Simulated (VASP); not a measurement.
# CsH (Immm) in VASP: further runs, part 2 of 2

VASP 6.6.1. The steps go on from the part before.

## 5. Single point, r2SCAN (strain +0.0625 x Voigt [0, 0, 0, 0, 1, 0])

POSCAR reads:

```
CsH
1.0
    0.0996250000      3.1880000000      3.1880000000
    3.2876250000      0.0000000000      3.2876250000
    3.1880000000      3.1880000000      0.0996250000
Cs H
1 1
Direct
    0.0000000000      0.0000000000      0.0000000000
    0.5000000000      0.5000000000      0.5000000000
```

INCAR.step1 reads:

```
ALGO     = Normal         # electronic algorithm
EDIFF    = 1E-4           # SCF threshold, eV
ENCUT    = 520            # plane-wave cutoff, eV
GGA      = PE             # functional
ISMEAR   = 0              # smearing method
LASPH    = True           # aspherical terms in the spheres
LCHARG   = False          # write CHGCAR
LREAL    = False          # projectors in reciprocal space
LWAVE    = True           # write WAVECAR
NBANDS   = 12             # bands
NELM     = 60             # most SCF steps
PREC     = Accurate       # precision mode
SIGMA    = 0.05           # smearing width, eV
```

INCAR.step2 reads:

```
ALGO     = Normal         # electronic algorithm
EDIFF    = 1E-6           # SCF threshold, eV
ENCUT    = 520            # plane-wave cutoff, eV
ISIF     = 2              # what is computed and relaxed
ISMEAR   = 0              # smearing method
ISTART   = 1            
LASPH    = True           # aspherical terms in the spheres
LCHARG   = False          # write CHGCAR
LMIXTAU  = True         
LREAL    = False          # projectors in reciprocal space
LWAVE    = False          # write WAVECAR
METAGGA  = R2SCAN         # meta-GGA
NBANDS   = 12             # bands
NELM     = 60             # most SCF steps
PREC     = Accurate       # precision mode
SIGMA    = 0.05           # smearing width, eV
```

KPOINTS reads:

```
k-points
0
Gamma
  6 6 6
```

Potentials or basis: VASP PAW PBE potentials, release 64 (Cs_sv, H).

Started as:

```console
$ cat potpaw_PBE.64/Cs_sv/POTCAR potpaw_PBE.64/H/POTCAR > POTCAR
$ cp INCAR.step1 INCAR
$ mpirun -np 1 vasp_std > vasp.out
$ cp INCAR.step2 INCAR
$ mpirun -np 1 vasp_std > vasp.out
```

OUTCAR:

```text
EDIFF = 1E-6
   ENCUT = 520
   ISIF = 2
   ISMEAR = 0
   ISTART = 1
   LASPH = True
   LREAL = False
   METAGGA = R2SCAN
   NELM = 60
   PREC = Accurate

 ion  position               nearest neighbor table
   1  0.000  0.000  0.000-
   2  0.500  0.500  0.500-

  LATTYP: Found a body centered orthorhombic cell.
 ALAT       =     4.3676218107
 B/A-ratio  =     1.0645161290
 C/A-ratio  =     1.4598333547

  Lattice vectors:

 A1 = (   0.0996250000,  -3.1880000000,   3.1880000000)
 A2 = (  -0.0996250000,  -3.1880000000,  -3.1880000000)
 A3 = (   3.1880000000,   3.1880000000,   0.0996250000)

Analysis of symmetry for initial positions (statically):
=====================================================================
 Subroutine PRICEL returns:
 Original cell was already a primitive cell.

 Routine SETGRP: Setting up the symmetry group for a
 body centered orthorhombic supercell.

 Subroutine GETGRP returns: Found  8 space group operations
 (whereof  8 operations were pure point group operations)
 out of a pool of  8 trial point group operations.

The static configuration has the point symmetry D_2h.

Analysis of symmetry for dynamics (positions and initial velocities):
=====================================================================
 Subroutine PRICEL returns:
 Original cell was already a primitive cell.

 Routine SETGRP: Setting up the symmetry group for a
 body centered orthorhombic supercell.

 Subroutine GETGRP returns: Found  8 space group operations
 (whereof  8 operations were pure point group operations)
 out of a pool of  8 trial point group operations.

The dynamic configuration has the point symmetry D_2h.

 Subroutine INISYM returns: Found  8 space group operations
 (whereof  8 operations are pure point group operations),
 and found     1 'primitive' translations

----------------------------------------------------------------------------------------

                                     Primitive cell

  volume of cell :      64.7382

  direct lattice vectors                    reciprocal lattice vectors
     0.099625000  3.188000000  3.188000000    -0.161897438  0.156838143  0.161897438
     3.287625000  0.000000000  3.287625000     0.152085472 -0.156838143  0.152085472
     3.188000000  3.188000000  0.099625000     0.161897438  0.156838143 -0.161897438

  length of vectors
     4.509613414  4.649403863  4.509613414     0.277524348  0.266192007  0.277524348

  position of ions in fractional coordinates (direct lattice)
     0.000000000  0.000000000  0.000000000
     0.500000000  0.500000000  0.500000000

  ion indices of the primitive-cell ions
   primitive index   ion index
                 1           1
                 2           2

----------------------------------------------------------------------------------------

 KPOINTS: k-points

Automatic generation of k-mesh.
 Grid dimensions read from file:
[... 24 lines left out ...]
  0.333333  0.000000  0.000000      4.000000
  0.500000  0.000000  0.000000      2.000000
 -0.000000  0.166667 -0.000000      4.000000
  0.166667  0.166667 -0.000000      4.000000
[... 16 lines left out ...]
  0.500000  0.000000  0.166667      4.000000
 -0.333333  0.000000  0.166667      4.000000
 [... further k-points ...]
   k-points           NKPTS =     46   k-points in BZ     NKDIM =     46   number of bands    NBANDS=     12
   number of dos      NEDOS =    301   number of ions     NIONS =      2
   total plane-waves  NPLWV =  46656
   dimension x,y,z NGX =    36 NGY =   36 NGZ =   36
   dimension x,y,z NGXF=    72 NGYF=   72 NGZF=   72
   ions per type =               1   1
   NGX,Y,Z   is equivalent  to a cutoff of  13.27, 12.87, 13.27 a.u.
   NGXF,Y,Z  is equivalent  to a cutoff of  26.54, 25.74, 26.54 a.u.
 SYSTEM =  unknown system
   PREC   = accura    normal or accurate (medium, high low for compatibility)
   ISTART =      1    job   : 0-new  1-cont  2-samecut
   ICHARG =      0    charge: 1-file 2-atom 10-const
   ISPIN  =      1    spin polarized calculation?
   LNONCOLLINEAR =      F non collinear calculations
   LSORBIT =      F    spin-orbit coupling
   LASPH  =      T    aspherical Exc in radial PAW
   ENCUT  =  520.0 eV  38.22 Ry    6.18 a.u.   8.38  8.64  8.38*2*pi/ulx,y,z
   NELM   =     60;   NELMIN=  2; NELMDL=  0     # of ELM steps
   EDIFF  = 0.1E-05   stopping-criterion for ELM
   LREAL  =      F    real-space projection
   EDIFFG = 0.1E-04   stopping-criterion for IOM
   NSW    =      0    number of steps for IOM
   IBRION =     -1    ionic relax: 0-MD 1-quasi-New 2-CG
   NFREE  =      0    steps in history (QN), initial steepest desc. (CG)
   ISIF   =      2    stress and relaxation
   ISYM   =      2    0-nonsym 1-usesym 2-fastsym
   POTIM  = 0.5000    time-step for ionic-motion
   TEBEG  =    0.0;   TEEND  =   0.0 temperature during run
   PSTRESS=    0.0 pullay stress
   NELECT =      10.0000    total number of electrons
   NUPDOWN=      -1.0000    fix difference up-down
   EMIN   =  10.00;   EMAX   =-10.00  energy-range for DOS
   EFERMI =   0.00;   METHOD = LEGACY
   ISMEAR =     0;   SIGMA  =   0.05  broadening in eV -4-tet -1-fermi 0-gaus
   EFERMI_NEDOS =   21; number of points for ismear=-14 and -15
   IALGO  =     38    algorithm
   IMIX   =      4    mixing-type and parameters
     AMIX     =   0.40;   BMIX     =  1.00
     AMIX_MAG =   1.60;   BMIX_MAG =  1.00
  volume/ion in A,a.u.               =      32.37       218.44
  Fermi-wavevector in a.u.,A,eV,Ry     =   0.878391  1.659919 10.497861  0.771571
  Thomas-Fermi vector in A             =   1.998471
   LORBIT       =      0    0 simple, 1 ext, 2 COOP (PROOUT), +10 PAW based schemes
   METAGGA = R2SCAN    functional components
   LHFCALC =     F    Hartree Fock is set to
   AEXX    =    0.0000 exact exchange contribution
   IVDW    =     0    specifies the selected vdW correction
   LEPSILON=     F    determine dielectric tensor
   LRPA    =     F    only Hartree local field effects (RPA)
 non-spin polarized calculation
 Gauss-broadening in eV      SIGMA  =   0.05
  energy-cutoff  :      520.00
  volume of cell :       64.74
 maximum number of plane-waves:      1766
 NGX is ok and might be reduce to    36
   NGX = 17   NGY = 17   NGZ = 17

 number of electron      10.0000001 magnetization

 Free energy of the ion-electron system (eV)
  ---------------------------------------------------
  ext. energy  EPLUGINS =         0.00000000
  ---------------------------------------------------
  free energy    TOTEN  =       -28.98505297 eV

  energy without entropy =      -28.98505297  energy(sigma->0) =      -28.98505297

 E-fermi :   0.1211     XC(G=0):  -7.5626

 val. band max:       -0.0918942666   @ k =   0.5000   0.0000   0.0000
 cond. band min:       2.5519101050   @ k =  -0.0000   0.5000  -0.0000
 fundamental gap:      2.6438043717
 Fermi energy:         0.1211488284

 k-point     1 :       0.0000    0.0000    0.0000
  band No.  band energies     occupation
      1     -22.1913      2.00000
      2      -8.2872      2.00000
      3      -8.2768      2.00000
      4      -8.2523      2.00000
      5      -1.7595      2.00000
      6       5.3014      0.00000
      7       5.4790      0.00000
      8       5.8767      0.00000
      9       6.3156      0.00000
     10       7.5140      0.00000
     11       7.5170      0.00000
     12       9.1162      0.00000
[... 331 lines left out ...]
 k-point    24 :      -0.3333    0.0000    0.1667
  band No.  band energies     occupation
      1     -22.0989      2.00000
      2      -9.0210      2.00000
      3      -8.5202      2.00000
      4      -8.3768      2.00000
      5      -0.4154      2.00000
      6       3.2473      0.00000
      7       4.8039      0.00000
      8       5.2934      0.00000
      9       7.3269      0.00000
     10       7.8511      0.00000
     11       9.7605      0.00000
     12      10.5646      0.00000

 [... further k-points ...]

------------------------ aborting loop because EDIFF is reached ----------------------------------------

  FORCE on cell =-STRESS in cart. coord.  units (eV):
  Direction    XX          YY          ZZ          XY          YZ          ZX
  --------------------------------------------------------------------------------------
  -------------------------------------------------------------------------------------
  Total        0.0183120      0.0083982      0.0183120      0.0000000      0.0000000     -0.1190688
  in kB        0.4531955      0.2078439      0.4531955      0.0000000      0.0000000     -2.9467818
  external PRESSURE =       0.3714117 kB  Pullay stress =       0.0000000 kB

 VOLUME and BASIS-vectors are now :
 -----------------------------------------------------------------------------
  energy-cutoff  :      520.00
  volume of cell :       64.74
      direct lattice vectors                 reciprocal lattice vectors
     0.099625000  3.188000000  3.188000000    -0.161897438  0.156838143  0.161897438
     3.287625000  0.000000000  3.287625000     0.152085472 -0.156838143  0.152085472
     3.188000000  3.188000000  0.099625000     0.161897438  0.156838143 -0.161897438

 POSITION                                       TOTAL-FORCE (eV/Angst)
 -----------------------------------------------------------------------------------
      0.00000      0.00000      0.00000         0.000000      0.000000     -0.000000
      3.28763      3.18800      3.28762         0.000000      0.000000      0.000000
 -----------------------------------------------------------------------------------
    total drift:                               -0.000000      0.000000      0.000000

  FREE ENERGIE OF THE ION-ELECTRON SYSTEM (eV)
  ---------------------------------------------------
  free  energy   TOTEN  =       -28.9850529716 eV

  energy  without entropy=      -28.9850529716  energy(sigma->0) =      -28.98505297
```

Wall time 2.2 min (1 thread of AMD EPYC 7R13 (Zen 3), shared host); peak memory 0.2 GiB.

What came out:

```
Free energy            : -28.9851 eV
Pressure               : 0.0 GPa
Band gap on the k mesh : 2.64 eV (least direct gap 2.65 eV)
```

Levels at points of the mesh, in eV from the valence-band top:
```csv
k point,band 1,band 2,band 3,band 4,band 5,band 6,band 7,band 8,band 9,band 10
"(0.00, 0.00, 0.00)",-22.10,-8.20,-8.18,-8.16,-1.67,5.39,5.57,5.97,6.41,7.61
"(0.50, 0.00, 0.00)",-22.01,-9.06,-8.30,-8.28,0.00,2.65,4.96,5.35,7.80,8.74
"(0.00, 0.50, 0.00)",-22.03,-9.00,-8.25,-8.25,-0.03,2.64,5.12,5.54,7.79,8.55
"(0.50, 0.50, 0.00)",-21.99,-8.91,-8.45,-8.44,-1.16,3.48,6.06,8.53,8.94,8.97
"(0.50, 0.00, 0.50)",-21.99,-8.89,-8.49,-8.40,-1.17,3.48,6.06,8.63,8.68,9.05
```

Caveat: the cell differs from its parent crystal (strain +0.0625 x Voigt [0, 0, 0, 0, 1, 0]); the PAW data sets were made with another functional, which shifts forces and pressure a little; spin-orbit coupling is left out, which moves the levels of the heavy elements.

## 6. Summary

```csv
cell,gap on the mesh (eV),pressure (GPa)
"a = 4.511, b = 4.283 Å, angles 61.7, 63.3, 61.7°, 2 atoms",2.63,0.0
"a = 4.510, b = 4.678 Å, angles 58.8, 57.5, 58.8°, 2 atoms",2.64,0.0
"a = 4.511, b = 4.706 Å, angles 58.6, 57.1, 58.6°, 2 atoms",2.64,0.0
"a = 4.510, b = 4.649 Å, angles 59.0, 57.9, 59.0°, 2 atoms",2.64,0.0
```

Alike in all rows: task single point; level r2SCAN; potentials or basis VASP PAW PBE potentials, release 64 (Cs_sv, H); no spin polarisation; k mesh 6 × 6 × 6; cutoff (eV) 520; smearing gaussian 0.05 eV.

Caveats: the PAW data sets were made with another functional, which shifts forces and pressure a little; spin-orbit coupling is left out, which moves the levels of the heavy elements.

Total energies depend on the potentials used, so only differences within one code and one set of settings carry meaning.
